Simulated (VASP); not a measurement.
A run of VASP 6.6.1:

File POSCAR:

```
Ga3BAs4
1.0
    3.8360831369      0.0000000000      0.0000000000
    0.0000000000      7.7065298898      0.0000000000
    0.0000000000      0.0000000000      5.4778498202
B As Ga
1 4 3
Direct
    0.0000000000      0.0000000000     -0.0108992603
    0.5000000000      0.0000000000      0.1978219367
    0.0000000000      0.2237292169      0.7692049657
    0.5000000000      0.5000000000      0.2715057577
    0.0000000000      0.7762707831      0.7692049657
    0.5000000000      0.2319916349      0.4992217355
    0.0000000000      0.5000000000      0.0047181639
    0.5000000000      0.7680083651      0.4992217355
```

The input INCAR.step1:

```
SYSTEM = Ga3BAs4
ALGO = Normal
EDIFF = 1E-5
ENCUT = 520
GGA = PE
ISIF = 2
ISMEAR = 0
KPAR = 4
LASPH = .True.
LREAL = .False.
LWAVE = .True.
NBANDS = 41
NELM = 100
PREC = Accurate
SIGMA = 0.01
```

INCAR.step2

```
SYSTEM = Ga3BAs4
AEXX = 0.25
ALGO = Normal
EDIFF = 1E-6
ENCUT = 520
GGA = PE
ISIF = 2
ISMEAR = 0
ISTART = 1
KPAR = 4
LASPH = .True.
LCHARG = .True.
LHFCALC = .True.
LREAL = .False.
LVHAR = .True.
LWAVE = .False.
NBANDS = 41
NELM = 100
PREC = Accurate
PRECFOCK = Fast
SIGMA = 0.01
```

File KPOINTS:

```
k-points
0
Gamma
  4 2 4
  0 0 0
```

Potentials or basis: VASP PAW PBE potentials, release 64 (B, As, Ga_d).

Launch:

```sh
$ cat potpaw_PBE.64/B/POTCAR potpaw_PBE.64/As/POTCAR potpaw_PBE.64/Ga_d/POTCAR > POTCAR
$ cp INCAR.step1 INCAR
$ mpirun -np 4 vasp_std > vasp.out
$ cp INCAR.step2 INCAR
$ mpirun -np 4 vasp_std > vasp.out
```

Hardware: 4 MPI ranks on Intel(R) Xeon(R) Platinum 8559C (Emerald Rapids), with other jobs on the host.

Problem. Estimate the wall time of this run.

Solution. It took 14 min on 4 MPI ranks on Intel(R) Xeon(R) Platinum 8559C (Emerald Rapids), with other jobs on the host, peak memory 0.38 GiB a rank. Counts: k points 18.
